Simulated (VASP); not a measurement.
Set up this calculation in VASP 6.6.1, as the native input.

| Quantity | Value |
| --- | --- |
| Task | single point |
| Functional | PBE |
| Potentials or basis | VASP PAW PBE potentials, release 64 (Ir) |
| Cutoff | 520 eV |
| k mesh | 22 × 22 × 22 |
| Occupations | gaussian, width 0.15 eV |
| Spin | no spin polarisation |
| Dipole correction | no |
| Further INCAR settings | ALGO = Fast; EDIFF = 1e-07; NBANDS = 10 |

The structure of Ir lies in POSCAR:

```
Ir
1.0
    0.0000000000      2.0482119040      1.7551127805
    2.0482119040      0.0000000000      1.7551127805
    2.0482119040      2.0482119040      0.0000000000
Ir
1
Direct
    0.0000000000      0.0000000000      0.0000000000
```

One way to write it, as run:

INCAR

```
ALGO = Fast
EDIFF = 1E-7
ENCUT = 520
GGA = PE
ISIF = 2
ISMEAR = 0
LASPH = True
LCHARG = True
LELF = True
LREAL = False
LVHAR = True
LWAVE = False
NBANDS = 10
NELM = 60
PREC = Accurate
SIGMA = 0.15
```

KPOINTS

```
k-points
0
Gamma
  22 22 22
```

Potentials or basis: VASP PAW PBE potentials, release 64 (Ir).

Command:

```console
$ cat potpaw_PBE.64/Ir/POTCAR > POTCAR
$ mpirun -np 1 vasp_std > vasp.out
```

It gave:

| Item | Value |
| --- | --- |
| Pressure | -0.4 GPa |
| Band gap on the k mesh | zero (an odd number of electrons rules out a gap without spin polarisation) |

Caveat: the stress differs along the axes, from -14 to 27 GPa; spin-orbit coupling is left out, which moves the levels of the heavy elements.

Run time: 85 s on 1 thread of Intel(R) Xeon(R) 6975P-C (Granite Rapids), with other jobs on the host, peak memory 0.25 GiB.
